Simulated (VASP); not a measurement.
Wanted: the native input for a VASP 6.6.1 run.

```yaml
Task: single point
Functional: PBE
Potentials_or_basis: VASP PAW PBE potentials, release 64 (Mg_sv, Cd_sv_GW, O)
Cutoff: 840 eV
k_mesh: 4 × 4 × 2
Occupations: gaussian, width 0.15 eV
Spin: no spin polarisation
Dipole_correction: no
Further_INCAR_settings: ALGO = Normal; EDIFF = 1e-06; NBANDS = 38
```

The structure of Mg2CdO3 lies in POSCAR:

```
Mg2CdO3
1.0
    3.1262827060      0.0000000000      0.0000000000
   -1.5631413530      2.7074402428      0.0000000000
    0.0000000000      0.0000000000      7.7778715053
Mg Cd O
2 1 3
Direct
    0.3333333333      0.6666666667      0.3435703725
    0.6666666667      0.3333333333      0.6564296275
    0.0000000000      0.0000000000      0.0000000000
    0.6666666667      0.3333333333      0.1947609548
    0.3333333333      0.6666666667      0.8052390452
    0.0000000000      0.0000000000      0.5000000000
```

The input as run:

INCAR

```
  PREC = Accurate
  ENCUT = 840
  EDIFF = 1E-6
  ISMEAR = 0
  SIGMA = 0.15
  LREAL = F
  LASPH = T
  NELM = 120
  ALGO = Normal
  ISIF = 2
  LWAVE = F
  LCHARG = F
  GGA = PE
  NBANDS = 38
  GGA_COMPAT = F
```

KPOINTS

```
regular mesh
0
Gamma
  4 4 2
```

Potentials or basis: VASP PAW PBE potentials, release 64 (Mg_sv, Cd_sv_GW, O).

Run with:

```sh
$ cat potpaw_PBE.64/Mg_sv/POTCAR potpaw_PBE.64/Cd_sv_GW/POTCAR potpaw_PBE.64/O/POTCAR > POTCAR
$ mpirun -np 1 vasp_std > vasp.out
```

Results of the run:

The pressure is -0.7 GPa, the largest force is 0.006 eV/Å and the band gap on the k mesh is 1.93 eV (least direct gap 2.07 eV).

Caveat: the k points lie up to 0.58 Å⁻¹ apart.

Wall time 26 s on 1 thread of Intel(R) Xeon(R) 6975P-C (Granite Rapids), on a shared host, peak memory 0.28 GiB.
